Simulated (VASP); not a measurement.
A run of VASP 6.6.1 is set up as follows.

POSCAR

```
CoCuSO
1.0
    3.7806170000      0.0000000000      0.0000000000
    0.0000000000      3.7806170000      0.0000000000
    0.0000000000      0.0000000000      8.5516180000
Cu S Co O
2 2 2 2
Direct
    0.7500000000      0.2500000000      0.5000000000
    0.2500000000      0.7500000000      0.5000000000
    0.2500000000      0.2500000000      0.3442000000
    0.7500000000      0.7500000000      0.6558000000
    0.2500000000      0.7500000000      0.0000000000
    0.7500000000      0.2500000000      0.0000000000
    0.2500000000      0.2500000000      0.9256000000
    0.7500000000      0.7500000000      0.0744000000
```

The input INCAR.step1:

```
PREC = Accurate
ENCUT = 520
ISMEAR = -1
SIGMA = 0.1
LREAL = False
LASPH = True
NELM = 80
NBANDS = 42
GGA = PE
ALGO = Normal
EDIFF = 1E-4
LWAVE = True
LCHARG = False
```

INCAR.step2

```
PREC = Accurate
ENCUT = 520
EDIFF = 1E-6
ISMEAR = -1
SIGMA = 0.1
LREAL = False
LASPH = True
NELM = 80
ALGO = Normal
ISIF = 2
LWAVE = False
LCHARG = False
METAGGA = R2SCAN
LMIXTAU = True
NBANDS = 42
ISTART = 1
```

The input KPOINTS:

```
Automatic mesh
0
Gamma
  9 9 4
```

Potentials or basis: VASP PAW PBE potentials, release 64 (Cu, S, Co, O).

Command:

```sh
$ cat potpaw_PBE.64/Cu/POTCAR potpaw_PBE.64/S/POTCAR potpaw_PBE.64/Co/POTCAR potpaw_PBE.64/O/POTCAR > POTCAR
$ cp INCAR.step1 INCAR
$ mpirun -np 1 vasp_std > vasp.out
$ cp INCAR.step2 INCAR
$ mpirun -np 1 vasp_std > vasp.out
```

Task: Predict the largest force.

Result: 1.608 eV/Å.

Task: Predict the band gap on the k mesh.

Result: Zero (bands 32 and 33 overlap by 0.92 eV).

Forces in eV/Å, atoms in the order of the input:
```
Cu   0.000  0.000  0.000
Cu   0.000  0.000  0.000
S    0.000  0.000  0.044
S    0.000  0.000 -0.044
Co   0.000  0.000  0.000
Co   0.000  0.000  0.000
O    0.000  0.000  1.608
O    0.000  0.000 -1.608
```

Caveat: the PAW data sets were made with another functional, which shifts forces and pressure a little; the run has no spin polarisation, though such a crystal can be magnetic; semilocal functionals often make such compounds metallic where correlation or magnetic order opens a gap, which also shifts bond lengths. Spin polarisation is off, so any magnetic state and its effect on volume and gap are missing.
